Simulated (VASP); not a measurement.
Runs of VASP 6.6.1 on BaTe. The structure is that of space group P6_3/mmc (No. 194), or close to it. The cells are those of the table. 

```tsv
task	level	cell	k mesh	cutoff (eV)	smearing	k mesh for the DOS	occupations for the DOS	gap on the mesh (eV)	pressure (GPa)
single point	PBE	a = 4.849, b = 4.849, c = 8.607 Å, angles 90.0, 90.0, 120.0°, 4 atoms	6 × 6 × 4	520	gaussian 0.02 eV	-	-	(b)	0.3
single point	PBE	a = 4.908, b = 4.908, c = 9.214 Å, angles 90.0, 90.0, 120.0°, 4 atoms	6 × 6 × 2	520	gaussian 0.1 eV	-	-	1.67	-2.0
single point	r2SCAN	a = 4.849, b = 4.849, c = 8.607 Å, angles 90.0, 90.0, 120.0°, 4 atoms	6 × 6 × 4	520	gaussian 0.02 eV	-	-	1.60	0.3
single point	PBE	a = 4.793, b = 4.793, c = 8.546 Å, angles 90.0, 90.0, 120.0°, 4 atoms	6 × 6 × 4	520	gaussian 0.02 eV	-	-	1.26	1.2
relaxation of shape and atoms at fixed volume	PBE	relaxed from a = 4.800, b = 4.800, c = 8.520 Å, angles 90.0, 90.0, 120.0°, 4 atoms	6 × 6 × 4	600	gaussian 0.02 eV	-	-	(a)	1.2
```

Alike in all rows: potentials or basis VASP PAW PBE potentials, release 64 (Ba_sv, Te); no spin polarisation.

Q: Fill in the values left out.

A: (a) 1.27; (b) 1.31.

Caveats: spin-orbit coupling is left out, which moves the levels of the heavy elements; the PAW data sets were made with another functional, which shifts forces and pressure a little (some runs).

A k mesh can miss the band edges, and the runs leave out spin-orbit coupling on Ba, Te.
